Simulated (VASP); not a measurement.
A run of VASP 6.6.1:

File INCAR:

```
  PREC = Accurate
  ENCUT = 600
  EDIFF = 1E-6
  ISMEAR = 0
  SIGMA = 0.1
  LREAL = False
  LASPH = True
  NELM = 200
  ALGO = Normal
  ISIF = 2
  LWAVE = False
  LCHARG = False
  ISPIN = 2
  MAGMOM = 0.39 0 0 0 0 0
  LORBIT = 11
  LMAXMIX = 4
  GGA = PE
  NBANDS = 34
  GGA_COMPAT = False
```

The input KPOINTS:

```
regular mesh
0
Gamma
  10 10 10
```

The input POSCAR:

```
TaSiO4
1.0
    4.1392676490      0.0000000000      0.0000000000
    0.0000000000      4.1392676490      0.0000000000
    0.0000000000      0.0000000000      4.1392676490
Ta Si O
1 1 4
Direct
    0.0000000000      0.0000000000      0.0000000000
    0.5000000000      0.5000000000      0.5000000000
    0.2709269087      0.2709269087      0.2709269087
    0.7290730913      0.7290730913      0.2709269087
    0.7290730913      0.2709269087      0.7290730913
    0.2709269087      0.7290730913      0.7290730913
```

Potentials or basis: VASP PAW PBE potentials, release 64 (Ta_sv_GW, Si, O).

The run is started by

```bash
$ cat potpaw_PBE.64/Ta_sv_GW/POTCAR potpaw_PBE.64/Si/POTCAR potpaw_PBE.64/O/POTCAR > POTCAR
$ mpirun -np 1 vasp_std > vasp.out
```

Hardware: 1 thread of Intel(R) Xeon(R) Platinum 8488C (Sapphire Rapids), on a shared host.

Task: Estimate the wall time of this run.

Result: Run time: 3.3 min on 1 thread of Intel(R) Xeon(R) Platinum 8488C (Sapphire Rapids), with other jobs on the host, peak memory 0.41 GiB. Counts: scf iterations 18, k points 56.
